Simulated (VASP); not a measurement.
# Fe (Fd-3m) in VASP: a series of runs

Fe is run at these levels: BLYP; tasks: single point.

All numbers are computed with VASP 6.6.1; they aren't measurements. Logs are shortened: lines on timing, memory, paths and dates and some standing lists are left out, and cuts for length are marked.

## 1. The cell of the first run

The structure is cubic, space group Fd-3m (No. 227). Conventional cell: a = 4.735 Å, b = 4.735 Å, c = 4.735 Å, α = 90.00°, β = 90.00°, γ = 90.00°. Within 2.7 Å of Fe (site symmetry -43m) lie 4 Fe at 2.05 Å.

This isn't the form of Fe at room conditions, which is bcc.

## 2. Single point, BLYP, collinear spin, ferromagnetic start (13.27 Å³/atom)

INCAR reads:

```
SYSTEM = Fe
AGGAC = 1.0
AGGAX = 1.0
ALDAC = 0.0
ALDAX = 1.0
ALGO = Normal
EDIFF = 1E-7
ENCUT = 520
GGA = B5
ISIF = 2
ISMEAR = -1
ISPIN = 2
LASPH = .True.
LCHARG = .False.
LMAXMIX = 4
LORBIT = 11
LREAL = .False.
LWAVE = .False.
MAGMOM = 2.5 2.5
NBANDS = 19
NELM = 150
PREC = Accurate
SIGMA = 0.05
```

KPOINTS reads:

```
k-points
0
Gamma
  12 12 12
  0 0 0
```

POSCAR reads:

```
Fe
1.0
    0.0000000000      2.3674038565      2.3674038565
    2.3674038565      0.0000000000      2.3674038565
    2.3674038565      2.3674038565      0.0000000000
Fe
2
Direct
    0.1250000000      0.1250000000      0.1250000000
    0.8750000000      0.8750000000      0.8750000000
```

Potentials or basis: VASP PAW PBE potentials, release 64 (Fe).

Launch:

```
$ cat potpaw_PBE.64/Fe/POTCAR > POTCAR
$ mpirun -np 1 vasp_std > vasp.out
```

OUTCAR:

```text
SYSTEM = Fe
   EDIFF = 1E-7
   ENCUT = 520
   GGA = B5
   ISIF = 2
   ISMEAR = -1
   ISPIN = 2
   LASPH = .True.
   LORBIT = 11
   LREAL = .False.
   NELM = 150
   PREC = Accurate

 ion  position               nearest neighbor table
   1  0.125  0.125  0.125-   2 2.05   2 2.05   2 2.05   2 2.05
   2  0.875  0.875  0.875-   1 2.05   1 2.05   1 2.05   1 2.05

  LATTYP: Found a face centered cubic cell.
 ALAT       =     4.7348077130

  Lattice vectors:

 A1 = (   0.0000000000,   2.3674038565,   2.3674038565)
 A2 = (   2.3674038565,   0.0000000000,   2.3674038565)
 A3 = (   2.3674038565,   2.3674038565,   0.0000000000)

Analysis of symmetry for initial positions (statically):
=====================================================================
 Subroutine PRICEL returns:
 Original cell was already a primitive cell.

 Routine SETGRP: Setting up the symmetry group for a
 face centered cubic supercell.

 Subroutine GETGRP returns: Found 48 space group operations
 (whereof 12 operations were pure point group operations)
 out of a pool of 48 trial point group operations.

The static configuration has the point symmetry D_3d.
 The point group associated with its full space group is O_h .

Analysis of symmetry for dynamics (positions and initial velocities):
=====================================================================
 Subroutine PRICEL returns:
 Original cell was already a primitive cell.

 Routine SETGRP: Setting up the symmetry group for a
 face centered cubic supercell.

 Subroutine GETGRP returns: Found 48 space group operations
 (whereof 12 operations were pure point group operations)
 out of a pool of 48 trial point group operations.

The dynamic configuration has the point symmetry D_3d.
 The point group associated with its full space group is O_h .

Analysis of structural, dynamic, and magnetic symmetry:
=====================================================================
 Subroutine PRICEL returns:
 Original cell was already a primitive cell.

 Routine SETGRP: Setting up the symmetry group for a
 face centered cubic supercell.

 Subroutine GETGRP returns: Found 48 space group operations
 (whereof 12 operations were pure point group operations)
 out of a pool of 48 trial point group operations.

The overall configuration has the point symmetry D_3d.
 The point group associated with its full space group is O_h .

 Subroutine INISYM returns: Found 48 space group operations
 (whereof 12 operations are pure point group operations),
 and found     1 'primitive' translations

----------------------------------------------------------------------------------------

                                     Primitive cell

  volume of cell :      26.5367

  direct lattice vectors                    reciprocal lattice vectors
     0.000000000  2.367403857  2.367403857    -0.211201819  0.211201819  0.211201819
     2.367403857  0.000000000  2.367403857     0.211201819 -0.211201819  0.211201819
     2.367403857  2.367403857  0.000000000     0.211201819  0.211201819 -0.211201819

  length of vectors
     3.348014641  3.348014641  3.348014641     0.365812281  0.365812281  0.365812281

  position of ions in fractional coordinates (direct lattice)
     0.125000000  0.125000000  0.125000000
     0.875000000  0.875000000  0.875000000

  ion indices of the primitive-cell ions
   primitive index   ion index
                 1           1
                 2           2

----------------------------------------------------------------------------------------

 KPOINTS: k-points

Automatic generation of k-mesh.
 Grid dimensions read from file:
 generate k-points for:   12   12   12

 Generating k-lattice:

  Cartesian coordinates                     Fractional coordinates (reciprocal lattice)
    -0.017600152  0.017600152  0.017600152     0.083333333  0.000000000  0.000000000
     0.017600152 -0.017600152  0.017600152     0.000000000  0.083333333  0.000000000
     0.017600152  0.017600152 -0.017600152     0.000000000  0.000000000  0.083333333

  Length of vectors
     0.030484357  0.030484357  0.030484357

  Shift w.r.t. Gamma in fractional coordinates (k-lattice)
     0.000000000  0.000000000  0.000000000

 Subroutine IBZKPT returns following result:
 ===========================================

 Found     72 irreducible k-points:

 Following reciprocal coordinates:
            Coordinates               Weight
  0.000000  0.000000  0.000000      1.000000
  0.083333  0.000000  0.000000      8.000000
  0.166667  0.000000  0.000000      8.000000
  0.250000  0.000000  0.000000      8.000000
  0.333333  0.000000  0.000000      8.000000
  0.416667  0.000000  0.000000      8.000000
[... 16 lines left out ...]
  0.500000  0.166667  0.000000     24.000000
 -0.416667  0.166667  0.000000     24.000000
 [... further k-points ...]
   k-points           NKPTS =     72   k-points in BZ     NKDIM =     72   number of bands    NBANDS=     19
   number of dos      NEDOS =    301   number of ions     NIONS =      2
   total plane-waves  NPLWV =  21952
   dimension x,y,z NGX =    28 NGY =   28 NGZ =   28
   dimension x,y,z NGXF=    56 NGYF=   56 NGZF=   56
   ions per type =               2
   NGX,Y,Z   is equivalent  to a cutoff of  13.90, 13.90, 13.90 a.u.
   NGXF,Y,Z  is equivalent  to a cutoff of  27.81, 27.81, 27.81 a.u.
 SYSTEM =  Fe
   PREC   = accura    normal or accurate (medium, high low for compatibility)
   ISTART =      0    job   : 0-new  1-cont  2-samecut
   ICHARG =      2    charge: 1-file 2-atom 10-const
   ISPIN  =      2    spin polarized calculation?
   LNONCOLLINEAR =      F non collinear calculations
   LSORBIT =      F    spin-orbit coupling
   LASPH  =      T    aspherical Exc in radial PAW
   ENCUT  =  520.0 eV  38.22 Ry    6.18 a.u.   6.23  6.23  6.23*2*pi/ulx,y,z
   NELM   =    150;   NELMIN=  2; NELMDL= -5     # of ELM steps
   EDIFF  = 0.1E-06   stopping-criterion for ELM
   LREAL  =      F    real-space projection
   EDIFFG = 0.1E-05   stopping-criterion for IOM
   NSW    =      0    number of steps for IOM
   IBRION =     -1    ionic relax: 0-MD 1-quasi-New 2-CG
   NFREE  =      0    steps in history (QN), initial steepest desc. (CG)
   ISIF   =      2    stress and relaxation
   ISYM   =      2    0-nonsym 1-usesym 2-fastsym
   POTIM  = 0.5000    time-step for ionic-motion
   TEBEG  =    0.0;   TEEND  =   0.0 temperature during run
   PSTRESS=    0.0 pullay stress
   NELECT =      16.0000    total number of electrons
   NUPDOWN=      -1.0000    fix difference up-down
   EMIN   =  10.00;   EMAX   =-10.00  energy-range for DOS
   EFERMI =   0.00;   METHOD = LEGACY
   ISMEAR =    -1;   SIGMA  =   0.05  broadening in eV -4-tet -1-fermi 0-gaus
   EFERMI_NEDOS =   21; number of points for ismear=-14 and -15
   IALGO  =     38    algorithm
   IMIX   =      4    mixing-type and parameters
     AMIX     =   0.40;   BMIX     =  1.00
     AMIX_MAG =   1.60;   BMIX_MAG =  1.00
  volume/ion in A,a.u.               =      13.27        89.54
  Fermi-wavevector in a.u.,A,eV,Ry     =   1.383033  2.613553 26.024948  1.912780
  Thomas-Fermi vector in A             =   2.507669
   LORBIT       =     11    0 simple, 1 ext, 2 COOP (PROOUT), +10 PAW based schemes
   GGA     = B5    functional components
   LHFCALC =     F    Hartree Fock is set to
   AEXX    =    0.0000 exact exchange contribution
   IVDW    =     0    specifies the selected vdW correction
   LEPSILON=     F    determine dielectric tensor
   LRPA    =     F    only Hartree local field effects (RPA)
 spin polarized calculation
  energy-cutoff  :      520.00
  volume of cell :       26.54
 maximum number of plane-waves:       725
 NGX is ok and might be reduce to    28
   NGX = 13   NGY = 13   NGZ = 13

 number of electron      15.9999991 magnetization      -0.0033922

 number of electron      15.9999991 magnetization       0.0000942

 Free energy of the ion-electron system (eV)
  ---------------------------------------------------
  ext. energy  EPLUGINS =         0.00000000
  ---------------------------------------------------
  free energy    TOTEN  =       -12.33146443 eV

  energy without entropy =      -12.31222308  energy(sigma->0) =      -12.32184375

 E-fermi :   4.8493     XC(G=0): -11.3042

 val. band max:        4.8379815673   @ k =   0.3333   0.0833   0.0000
 cond. band min:       4.8545303673   @ k =   0.4167   0.3333   0.0000
 fundamental gap:      0.0165488000
 Fermi energy:         4.8492726440

 spin component 1

 k-point     1 :       0.0000    0.0000    0.0000
  band No.  band energies     occupation
      1      -2.0593      1.00000
      2       1.7508      1.00000
      3       1.7508      1.00000
      4       2.1726      1.00000
      5       2.1726      1.00000
      6       2.1726      1.00000
[... 11 lines left out ...]
     18      21.7053      0.00000
     19      23.4138      0.00000

 k-point     2 :       0.0833    0.0000    0.0000
  band No.  band energies     occupation
      1      -1.9061      1.00000
      2       1.6738      1.00000
      3       1.6738      1.00000
      4       2.1815      1.00000
      5       2.2917      1.00000
      6       2.2917      1.00000
[... 11 lines left out ...]
     18      22.8581      0.00000
     19      23.8828      0.00000

 k-point     3 :       0.1667    0.0000    0.0000
  band No.  band energies     occupation
      1      -1.4596      1.00000
      2       1.5804      1.00000
      3       1.5804      1.00000
      4       2.2197      1.00000
      5       2.4786      1.00000
      6       2.4786      1.00000
[... 434 lines left out ...]
      1       1.0997      1.00000
      2       1.3152      1.00000
      3       1.9544      1.00000
      4       2.2273      1.00000
      5       2.4841      1.00000
      6       2.8590      1.00000
[... 11 lines left out ...]
     18      25.0304      0.00000
     19      26.8225      0.00000

 k-point    24 :      -0.4167    0.1667    0.0000
  band No.  band energies     occupation
      1       1.0801      1.00000
      2       1.6147      1.00000
      3       1.7094      1.00000
      4       2.1496      1.00000
      5       2.7081      1.00000
      6       2.7189      1.00000
[... 11 lines left out ...]
     18      26.6210      0.00000
     19      27.5405      0.00000

 [... further k-points ...]

 spin component 2

 k-point     1 :       0.0000    0.0000    0.0000
  band No.  band energies     occupation
      1      -2.0593      1.00000
      2       1.7508      1.00000
      3       1.7508      1.00000
      4       2.1727      1.00000
      5       2.1727      1.00000
      6       2.1727      1.00000
[... 11 lines left out ...]
     18      21.7053      0.00000
     19      23.4138      0.00000

 k-point     2 :       0.0833    0.0000    0.0000
  band No.  band energies     occupation
      1      -1.9061      1.00000
      2       1.6739      1.00000
      3       1.6739      1.00000
      4       2.1815      1.00000
      5       2.2918      1.00000
      6       2.2918      1.00000
[... 11 lines left out ...]
     18      22.8581      0.00000
     19      23.8828      0.00000

 k-point     3 :       0.1667    0.0000    0.0000
  band No.  band energies     occupation
      1      -1.4596      1.00000
      2       1.5805      1.00000
      3       1.5805      1.00000
      4       2.2197      1.00000
      5       2.4787      1.00000
      6       2.4787      1.00000
[... 434 lines left out ...]
      1       1.0997      1.00000
      2       1.3152      1.00000
      3       1.9544      1.00000
      4       2.2273      1.00000
      5       2.4842      1.00000
      6       2.8590      1.00000
[... 11 lines left out ...]
     18      25.0304      0.00000
     19      26.8225      0.00000

 k-point    24 :      -0.4167    0.1667    0.0000
  band No.  band energies     occupation
      1       1.0801      1.00000
      2       1.6148      1.00000
      3       1.7094      1.00000
      4       2.1496      1.00000
      5       2.7082      1.00000
      6       2.7189      1.00000
[... 11 lines left out ...]
     18      26.6210      0.00000
     19      27.5511      0.00000

 [... further k-points ...]

------------------------ aborting loop because EDIFF is reached ----------------------------------------

  FORCE on cell =-STRESS in cart. coord.  units (eV):
  Direction    XX          YY          ZZ          XY          YZ          ZX
  --------------------------------------------------------------------------------------
  -------------------------------------------------------------------------------------
  Total        3.5524391      3.5524391      3.5524391      0.0000000      0.0000000      0.0000000
  in kB      214.4816647    214.4816647    214.4816647      0.0000000      0.0000000      0.0000000
  external PRESSURE =     214.4816647 kB  Pullay stress =       0.0000000 kB

 VOLUME and BASIS-vectors are now :
 -----------------------------------------------------------------------------
  energy-cutoff  :      520.00
  volume of cell :       26.54
      direct lattice vectors                 reciprocal lattice vectors
     0.000000000  2.367403857  2.367403857    -0.211201819  0.211201819  0.211201819
     2.367403857  0.000000000  2.367403857     0.211201819 -0.211201819  0.211201819
     2.367403857  2.367403857  0.000000000     0.211201819  0.211201819 -0.211201819

 POSITION                                       TOTAL-FORCE (eV/Angst)
 -----------------------------------------------------------------------------------
      0.59185      0.59185      0.59185        -0.000000      0.000000      0.000000
      4.14296      4.14296      4.14296         0.000000     -0.000000     -0.000000
 -----------------------------------------------------------------------------------
    total drift:                                0.000000     -0.000000     -0.000000

  FREE ENERGIE OF THE ION-ELECTRON SYSTEM (eV)
  ---------------------------------------------------
  free  energy   TOTEN  =       -12.3314644323 eV

  energy  without entropy=      -12.3122230765  energy(sigma->0) =      -12.32184375

 total charge

# of ion       s       p       d       tot
------------------------------------------
    1        0.617   0.480   6.593   7.690
    2        0.617   0.480   6.593   7.690
--------------------------------------------------
tot          1.235   0.960  13.186  15.381

 magnetization (x)

# of ion       s       p       d       tot
------------------------------------------
    1       -0.000  -0.000   0.000   0.000
    2       -0.000  -0.000   0.000   0.000
--------------------------------------------------
tot         -0.000  -0.000   0.000   0.000
```

It took 47 s on 1 thread of Intel Xeon 6975P-C (Granite Rapids), shared host; peak memory 0.2 GiB.

What came out:

* Free energy: -12.3315 eV
* Pressure: 21.4 GPa
* Band gap on the k mesh: zero (filled and empty bands overlap)
* Net moment: 0.00 μB per cell
* Valence electrons inside the program's atomic spheres: Fe 7.69

Caveat: the cell stands under pressure; the moments typed at the start vanished in this run; the PAW data sets were made with another functional, which shifts forces and pressure a little.

## 3. Single point, BLYP, collinear spin, ferromagnetic start (13.87 Å³/atom)

This run uses another cell than the first one, of 13.87 Å³/atom.

INCAR reads:

```
AGGAC    = 1.0          
AGGAX    = 1.0          
ALDAC    = 0.0          
ALDAX    = 1.0          
ALGO     = Normal         # electronic algorithm
EDIFF    = 1E-6           # SCF threshold, eV
ENCUT    = 520            # plane-wave cutoff, eV
GGA      = B5             # functional
ISIF     = 2              # what is computed and relaxed
ISMEAR   = -1             # smearing method
ISPIN    = 2              # spin polarisation
LASPH    = True           # aspherical terms in the spheres
LCHARG   = True           # write CHGCAR
LELF     = True           # ELF
LMAXMIX  = 4              # l up to which the mixer works
LORBIT   = 11             # projections on sites
LREAL    = False          # projectors in reciprocal space
LVHAR    = True         
LWAVE    = False          # write WAVECAR
MAGMOM   = 2.5 2.5        # initial moments
NBANDS   = 19             # bands
NELM     = 150            # most SCF steps
PREC     = Accurate       # precision mode
SIGMA    = 0.05           # smearing width, eV
```

KPOINTS reads:

```
k-points
0
Gamma
  12 12 12
```

POSCAR reads:

```
Fe
1.0
    0.0000000000      2.4027434525      2.4027434525
    2.4027434525      0.0000000000      2.4027434525
    2.4027434525      2.4027434525      0.0000000000
Fe
2
Direct
    0.1250000000      0.1250000000      0.1250000000
    0.8750000000      0.8750000000      0.8750000000
```

Potentials or basis: VASP PAW PBE potentials, release 64 (Fe).

Launch:

```
$ cat potpaw_PBE.64/Fe/POTCAR > POTCAR
$ mpirun -np 1 vasp_std > vasp.out
```

Wall time 42 s (1 thread of Intel Xeon 6975P-C (Granite Rapids), shared host); peak memory 0.2 GiB.

The run converged. Its results:

| Item | Value |
| --- | --- |
| Free energy | -12.4576 eV |
| Pressure | 12.4 GPa |
| Band gap on the k mesh | zero (filled and empty bands overlap) |
| Net moment | 0.00 μB per cell |
| Valence electrons inside the program's atomic spheres | Fe 7.60 |

Levels at points of the mesh, in eV from the Fermi level:
Spin up:
```
           k point  band 6  band 7  band 8  band 9  band 10  band 11
(0.00, 0.00, 0.00)   -2.55   -0.42   -0.42   -0.42     1.32     1.32
(0.50, 0.00, 0.00)   -2.59   -0.94    0.20    0.20     1.04     1.04
(0.50, 0.50, 0.00)   -1.34   -0.78   -0.78    1.25     1.25     2.94
```
Spin down:
```csv
k point,band 6,band 7,band 8,band 9,band 10,band 11
"(0.00, 0.00, 0.00)",-2.55,-0.42,-0.42,-0.42,1.32,1.32
"(0.50, 0.00, 0.00)",-2.59,-0.94,0.20,0.20,1.04,1.04
"(0.50, 0.50, 0.00)",-1.34,-0.78,-0.78,1.25,1.25,2.94
```

Caveat: the cell stands under pressure; the moments typed at the start vanished in this run; the PAW data sets were made with another functional, which shifts forces and pressure a little.
